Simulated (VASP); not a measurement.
Wanted: the native input for a VASP 6.6.1 run.

- Task: relaxation of cell and atoms
- Functional: LDA
- Potentials or basis: VASP PAW LDA potentials, release 64 (Mn_pv, S)
- Cutoff: 600 eV
- k mesh: 9 × 9 × 9
- Occupations: fermi-dirac, width 0.05 eV
- Spin: collinear spin, ferromagnetic start
- Starting moments: [4.0, 0.0] μB
- Dipole correction: no
- Further INCAR settings: ALGO = Normal; EDIFF = 1e-06; IBRION = 2; EDIFFG = -0.02; NSW = 80; ISIF = 3

The structure of MnS lies in POSCAR:

```
MnS
1.0
    0.0000000000      2.6045000000      2.6045000000
    2.6045000000      0.0000000000      2.6045000000
    2.6045000000      2.6045000000      0.0000000000
Mn S
1 1
Direct
    0.0000000000      0.0000000000      0.0000000000
    0.5000000000      0.5000000000      0.5000000000
```

The input as run:

INCAR

```
SYSTEM = MnS
PREC = Accurate
ENCUT = 600
EDIFF = 1E-6
ISMEAR = -1
SIGMA = 0.05
LREAL = .False.
LASPH = .True.
NELM = 150
ALGO = Normal
ISIF = 3
LWAVE = .False.
LCHARG = .False.
ISPIN = 2
MAGMOM = 4 0
LORBIT = 11
LMAXMIX = 4
GGA = CA
IBRION = 2
NSW = 80
EDIFFG = -0.02
```

KPOINTS

```
Automatic mesh
0
Gamma
  9 9 9
  0 0 0
```

Potentials or basis: VASP PAW LDA potentials, release 64 (Mn_pv, S).

Run with:

```bash
$ cat potpaw_LDA.64/Mn_pv/POTCAR potpaw_LDA.64/S/POTCAR > POTCAR
$ mpirun -np 1 vasp_std > vasp.out
```

It gave:

```
Relaxed volume                                        : 13.71 Å³/atom
Relaxed cell                                          : a = 3.385 Å, b = 3.385 Å, c = 3.385 Å, α = 60.00°, β = 60.00°, γ = 60.00°
Space group after relaxing (to 0.05 Å)                : Fm-3m (No. 225)
Energy gained by relaxing                             : 201.0 meV/atom
Ionic steps                                           : 6
Pressure after relaxing                               : 0.1 GPa
Net moment                                            : 3.51 μB per cell
Site moments                                          : Mn +3.25; S +0.05 μB
Valence electrons inside the program's atomic spheres : Mn 11.68; S 3.74
```

Caveat: the volume moved by over 15 % at a fixed basis, so the end points are rough; the volume moved by -22 % from the deposited cell, more than functionals usually miss; a cell with one magnetic atom can't hold antiferromagnetic order, which such compounds often take.

It took 2.6 min on 1 thread of Intel(R) Xeon(R) Platinum 8488C (Sapphire Rapids) (shared host), peak memory 0.18 GiB.
